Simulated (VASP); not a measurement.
Input of a VASP 6.6.1 run:

File INCAR:

```
SYSTEM = TiAl
  PREC = Accurate
  ENCUT = 520
  EDIFF = 1E-6
  ISMEAR = 0
  SIGMA = 0.15
  LREAL = .False.
  LASPH = .True.
  NELM = 100
  ALGO = Fast
  ISIF = 2
  LWAVE = .False.
  LCHARG = .False.
  GGA = PS
  NBANDS = 14
```

File KPOINTS:

```
regular mesh
0
Gamma
  14 14 14
  0 0 0
```

POSCAR

```
TiAl
1.0
    2.9247348007      0.0000000000      0.0000000000
    0.0000000000      3.5032433677      0.0000000000
    0.0000000000      0.0000000000      3.1560751060
Ti Al
1 1
Direct
    0.0000000000      0.0000000000      0.0000000000
    0.5000000000      0.5000000000      0.5000000000
```

Potentials or basis: VASP PAW PBE potentials, release 64 (Ti_sv, Al).

Launch:

```console
$ cat potpaw_PBE.64/Ti_sv/POTCAR potpaw_PBE.64/Al/POTCAR > POTCAR
$ mpirun -np 1 vasp_std > vasp.out
```

Task: What does it give for the pressure?

Result: -2.7 GPa.

Stress tensor (GPa, compression positive):
```
-3.49  0.00  0.00
 0.00  2.50  0.00
 0.00  0.00 -7.17
```

Caveat: the cell differs from its parent crystal (normal strain along x -0.0733, normal strain along y +0.1100); the PAW data sets were made with another functional, which shifts forces and pressure a little.
